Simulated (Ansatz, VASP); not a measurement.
## Ag3Os: VASP beside Ansatz

File INCAR:

```
SYSTEM = Ag3Os
PREC = Accurate
ENCUT = 520
EDIFF = 1E-6
ISMEAR = 0
SIGMA = 0.1
LREAL = .False.
LASPH = .True.
NELM = 80
ALGO = Fast
ISIF = 2
LWAVE = .False.
LCHARG = .False.
GGA = PE
NBANDS = 28
```

KPOINTS

```
Automatic mesh
0
Gamma
  4 4 4
  0 0 0
```

File POSCAR:

```
Ag3Os
1.0
    4.1277283709      0.0000000000      0.0000000000
    0.0000000000      4.1277283709      0.0000000000
    0.0000000000      0.0000000000      4.1277283709
Ag Os
3 1
Direct
    0.0000000000      0.5000000000      0.5000000000
    0.5000000000      0.0000000000      0.5000000000
    0.5000000000      0.5000000000      0.0000000000
    0.0000000000      0.0000000000      0.0000000000
```

Input for Ansatz:

```yaml
crystal:
  lattice:
    - [4.1277283709, 0.0, 0.0]
    - [0.0, 4.1277283709, 0.0]
    - [0.0, 0.0, 4.1277283709]
  atoms:
    - { symbol: Ag, position: [0.0, 0.5, 0.5] }
    - { symbol: Ag, position: [0.5, 0.0, 0.5] }
    - { symbol: Ag, position: [0.5, 0.5, 0.0] }
    - { symbol: Os, position: [0.0, 0.0, 0.0] }
basis:
  ecutwfc: 420
kpoints:
  mp_grid: { grid: [4, 4, 4] }
hamiltonian:
  xc: pbe
scf:
  occupations: { method: gaussian, width: 0.1 }
  lower_state_search: "off"
output:
  forces: true
  stress: true
  eigenvalues: true
```

Alike in both runs: task single point; functional PBE; k mesh 4 × 4 × 4; occupations gaussian, width 0.1 eV; no spin polarisation.

```csv
,VASP,Ansatz
version,VASP 6.6.1,Ansatz 0.2.0
potentials or method,"VASP PAW PBE potentials, release 64 (Ag, Os), cutoff 520 eV","scalar-relativistic, plane waves, PAW"
valence electrons in the cell,41,73
```

|  | VASP | Ansatz | Ansatz less VASP |
| --- | --- | --- | --- |
| gap on the k mesh at the Fermi level (eV) | none | none | - |
| pressure (GPa) | -5.4 | -5.2 | +0.13 |

A gap of «none» marks a metal or a gap that the smearing closes. VASP's potentials hold 41 valence electrons a cell and Ansatz's 73, so a difference there can come from the potentials and not from the codes.

The k mesh is coarse, so the values compare programs but aren't converged. Spin-orbit coupling is off throughout.
